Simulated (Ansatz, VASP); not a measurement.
Mg3TeSe2: VASP beside Ansatz

Contents of INCAR:

```
SYSTEM = Mg3TeSe2
PREC = Accurate
ENCUT = 600
EDIFF = 1E-6
ISMEAR = 0
SIGMA = 0.1
LREAL = .False.
LASPH = .True.
NELM = 80
ALGO = Normal
ISIF = 3
LWAVE = .False.
LCHARG = .False.
GGA = PE
IBRION = 2
NSW = 90
EDIFFG = -0.04
```

Contents of KPOINTS:

```
regular mesh
0
Gamma
  4 4 2
  0 0 0
```

Contents of POSCAR:

```
Mg3TeSe2
1.0
    3.9834793400      0.0000000000      0.0000000000
    0.0000000000      3.9834793400      0.0000000000
    0.0000000000      0.0000000000      8.7756866400
Mg Te Se
3 1 2
Direct
    0.5000000000      0.5000000000      0.0000000000
    0.0000000000      0.5000000000      0.3786259900
    0.5000000000      0.0000000000      0.6213740100
    0.0000000000      0.0000000000      0.0000000000
    0.0000000000      0.5000000000      0.7376120100
    0.5000000000      0.0000000000      0.2623879900
```

Input for Ansatz:

```yaml
crystal:
  lattice:
    - [3.98347934, 0.0, 0.0]
    - [0.0, 3.98347934, 0.0]
    - [0.0, 0.0, 8.77568664]
  atoms:
    - { symbol: Mg, position: [0.5, 0.5, 0.0] }
    - { symbol: Mg, position: [0.0, 0.5, 0.37862599] }
    - { symbol: Mg, position: [0.5, 0.0, 0.62137401] }
    - { symbol: Te, position: [0.0, 0.0, 0.0] }
    - { symbol: Se, position: [0.0, 0.5, 0.73761201] }
    - { symbol: Se, position: [0.5, 0.0, 0.26238799] }
basis:
  ecutwfc: 420
kpoints:
  mp_grid: { grid: [4, 4, 2] }
hamiltonian:
  xc: pbe
scf:
  occupations: { method: gaussian, width: 0.1 }
  lower_state_search: "off"
output:
  forces: true
  stress: true
  eigenvalues: true
relax:
  adjacent_minimum: "off"
  f_tol: 0.04
  max_steps: 70
  cell: { stress_tol: 0.4 }
```

Change from the starting cell: species swapped into the Zr2CuSb3 type (P-4m2, No. 115).

Alike in both runs: task relaxation of cell and atoms; functional PBE; k mesh 4 × 4 × 2; occupations gaussian, width 0.1 eV; no spin polarisation.

```csv
,VASP,Ansatz
version,VASP 6.6.1,Ansatz 0.2.0
potentials or method,"VASP PAW PBE potentials, release 64 (Mg, Te, Se), cutoff 600 eV","scalar-relativistic, plane waves, PAW"
valence electrons in the cell,24,78
```

```csv
,VASP,Ansatz,Ansatz less VASP
"gap on the k mesh at the Fermi level, each at its own relaxed structure (eV)",0.24,0.27,+0.030
relaxed volume (Å³/atom),29.08,29.40,+0.322
relaxed length of the cell vector where the two differ most in proportion (Å),11.488,11.598,+0.1097
```

VASP's potentials hold 24 valence electrons a cell and Ansatz's 78, so a difference there can come from the potentials and not from the codes.

Spin-orbit coupling is off throughout. Noted on VASP's run: the volume moved by over 15 % at a fixed basis, so the end points are rough.
